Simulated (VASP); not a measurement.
# TiAl in VASP: notebook, part 2 of 2

VASP 6.6.1. The steps go on from the part before.

## Step 4: Single point, LDA

Contents of INCAR:

```
SYSTEM = TiAl
PREC = Accurate
ENCUT = 520
EDIFF = 1E-6
ISMEAR = 1
SIGMA = 0.1
LREAL = .FALSE.
LASPH = .TRUE.
NELM = 100
ALGO = Normal
ISIF = 2
LWAVE = .FALSE.
LCHARG = .FALSE.
NBANDS = 14
```

Contents of KPOINTS:

```
Automatic mesh
0
G
  8 8 8
  0 0 0
```

Contents of POSCAR:

```
TiAl
1.0
    3.0180000000      0.0000000000      0.0000000000
    0.0000000000      3.0180000000      0.0000000000
    0.0000000000      0.0000000000      3.0180000000
Ti Al
1 1
Direct
    0.5000000000      0.5000000000      0.5331345262
    0.0000000000      0.0000000000      0.0000000000
```

Potentials or basis: VASP PAW LDA potentials, release 64 (Ti_sv, Al).

Command:

```bash
cat potpaw_LDA.64/Ti_sv/POTCAR potpaw_LDA.64/Al/POTCAR > POTCAR
mpirun -np 1 vasp_std > vasp.out
```

OUTCAR:

```text
SYSTEM = TiAl
   PREC = Accurate
   ENCUT = 520
   EDIFF = 1E-6
   ISMEAR = 1
   LREAL = .FALSE.
   LASPH = .TRUE.
   NELM = 100
   ISIF = 2

 ion  position               nearest neighbor table
   1  0.500  0.500  0.533-   2 2.56   2 2.56   2 2.56   2 2.56   2 2.67   2 2.67   2 2.67   2 2.67

   2  0.000  0.000  0.000-   1 2.56   1 2.56   1 2.56   1 2.56   1 2.67   1 2.67   1 2.67   1 2.67

  LATTYP: Found a simple cubic cell.
 ALAT       =     3.0180000000

  Lattice vectors:

 A1 = (   3.0180000000,   0.0000000000,   0.0000000000)
 A2 = (   0.0000000000,   3.0180000000,   0.0000000000)
 A3 = (   0.0000000000,   0.0000000000,   3.0180000000)

Analysis of symmetry for initial positions (statically):
=====================================================================
 Subroutine PRICEL returns:
 Original cell was already a primitive cell.

 Routine SETGRP: Setting up the symmetry group for a
 simple cubic supercell.

 Subroutine GETGRP returns: Found  8 space group operations
 (whereof  8 operations were pure point group operations)
 out of a pool of 48 trial point group operations.

The static configuration has the point symmetry C_4v.

Analysis of symmetry for dynamics (positions and initial velocities):
=====================================================================
 Subroutine PRICEL returns:
 Original cell was already a primitive cell.

 Routine SETGRP: Setting up the symmetry group for a
 simple cubic supercell.

 Subroutine GETGRP returns: Found  8 space group operations
 (whereof  8 operations were pure point group operations)
 out of a pool of 48 trial point group operations.

The dynamic configuration has the point symmetry C_4v.

 Subroutine INISYM returns: Found  8 space group operations
 (whereof  8 operations are pure point group operations),
 and found     1 'primitive' translations

----------------------------------------------------------------------------------------

                                     Primitive cell

  volume of cell :      27.4889

  direct lattice vectors                    reciprocal lattice vectors
[... 119 lines left out ...]
 Methfessel and Paxton  Order N= 1 SIGMA  =   0.10
  energy-cutoff  :      520.00
  volume of cell :       27.49
 maximum number of plane-waves:       756
 NGX is ok and might be reduce to    24
   NGX = 11   NGY = 11   NGZ = 11

 number of electron      14.9999999 magnetization

 Free energy of the ion-electron system (eV)
  ---------------------------------------------------
  ext. energy  EPLUGINS =         0.00000000
  ---------------------------------------------------
  free energy    TOTEN  =       -13.10427486 eV

  energy without entropy =      -13.10576657  energy(sigma->0) =      -13.10477210

 E-fermi :  10.2672     XC(G=0): -12.0098

 val. band max:       10.2247193867   @ k =   0.5000   0.5000   0.2500
 cond. band min:      10.3085441582   @ k =   0.3750   0.1250   0.0000
 fundamental gap:      0.0838247715
 Fermi energy:        10.2671974614

 k-point     1 :       0.0000    0.0000    0.0000
  band No.  band energies     occupation
      1     -45.6023      2.00000
      2     -22.1676      2.00000
      3     -22.1676      2.00000
      4     -22.1668      2.00000
      5       0.4061      2.00000
      6       8.4394      2.00000
      7       8.4437      2.00000
      8      12.3888      0.00000
      9      12.3959      0.00000
     10      12.3959      0.00000
     11      15.5331      0.00000
     12      15.5331      0.00000
     13      15.5473      0.00000
     14      20.1077      0.00000
[... 377 lines left out ...]
      1     -45.5599      2.00000
      2     -22.4131      2.00000
      3     -22.2914      2.00000
      4     -22.1296      2.00000
      5       3.5703      2.00000
      6       6.8455      2.00000
      7       8.8305      2.00000
      8      10.1172      2.05528
      9      10.8614     -0.00000
     10      11.6744     -0.00000
     11      13.8389      0.00000
     12      16.2737      0.00000
     13      18.2702      0.00000
     14      20.1400      0.00000

 [... further k-points ...]

------------------------ aborting loop because EDIFF is reached ----------------------------------------

  FORCE on cell =-STRESS in cart. coord.  units (eV):
  Direction    XX          YY          ZZ          XY          YZ          ZX
  --------------------------------------------------------------------------------------
  -------------------------------------------------------------------------------------
  Total        2.9119302      2.9119302      2.7593804      0.0000000      0.0000000      0.0000000
  in kB      169.7203163    169.7203163    160.8290312      0.0000000      0.0000000      0.0000000
  external PRESSURE =     166.7565546 kB  Pullay stress =       0.0000000 kB

 VOLUME and BASIS-vectors are now :
 -----------------------------------------------------------------------------
  energy-cutoff  :      520.00
  volume of cell :       27.49
      direct lattice vectors                 reciprocal lattice vectors
     3.018000000  0.000000000  0.000000000     0.331345262  0.000000000  0.000000000
     0.000000000  3.018000000  0.000000000     0.000000000  0.331345262  0.000000000
     0.000000000  0.000000000  3.018000000     0.000000000  0.000000000  0.331345262

 POSITION                                       TOTAL-FORCE (eV/Angst)
 -----------------------------------------------------------------------------------
      1.50900      1.50900      1.60900        -0.000000     -0.000000     -0.926924
      0.00000      0.00000      0.00000         0.000000      0.000000      0.926924
 -----------------------------------------------------------------------------------
    total drift:                                0.000000     -0.000000      0.000465

  FREE ENERGIE OF THE ION-ELECTRON SYSTEM (eV)
  ---------------------------------------------------
  free  energy   TOTEN  =       -13.1042748601 eV

  energy  without entropy=      -13.1057665696  energy(sigma->0) =      -13.10477210
```

OSZICAR:

```text
N       E                     dE             d eps       ncg     rms          rms(c)
DAV:   1     0.114978268266E+03    0.11498E+03   -0.71615E+03  2108   0.110E+03
DAV:   2    -0.485288878123E+01   -0.11983E+03   -0.11475E+03  2142   0.319E+02
DAV:   3    -0.139442891258E+02   -0.90914E+01   -0.88367E+01  3572   0.768E+01
DAV:   4    -0.144845683581E+02   -0.54028E+00   -0.53877E+00  2342   0.144E+01
DAV:   5    -0.145015268299E+02   -0.16958E-01   -0.16953E-01  2844   0.250E+00    0.114E+01
DAV:   6    -0.131371476107E+02    0.13644E+01   -0.39621E+00  2326   0.285E+01    0.288E+00
DAV:   7    -0.131108353099E+02    0.26312E-01   -0.24046E-01  2442   0.652E+00    0.213E+00
DAV:   8    -0.131045384891E+02    0.62968E-02   -0.45000E-02  3106   0.172E+00    0.426E-01
DAV:   9    -0.131041579358E+02    0.38055E-03   -0.37938E-03  2456   0.789E-01    0.160E-01
DAV:  10    -0.131042845260E+02   -0.12659E-03   -0.61917E-04  2360   0.308E-01    0.464E-02
DAV:  11    -0.131042750661E+02    0.94599E-05   -0.44887E-05  2570   0.726E-02    0.128E-02
DAV:  12    -0.131042748601E+02    0.20603E-06   -0.37642E-06  2406   0.223E-02
   1 F= -.13104275E+02 E0= -.13104772E+02  d E =0.149171E-02
```

It took 17 s on 1 thread of Intel Xeon Platinum 8375C at 2.90GHz (Ice Lake), shared host; peak memory 0.14 GiB.

What came out:

```yaml
Free_energy: -13.1043 eV
Pressure: 16.7 GPa
Largest_force: 0.927 eV/Å
```

Forces on the atoms (eV/Å):
```
Ti   0.000  0.000 -0.927
Al   0.000  0.000  0.927
```

Stress tensor (GPa, compression positive):
```
16.97  0.00  0.00
 0.00 16.97  0.00
 0.00  0.00 16.08
```
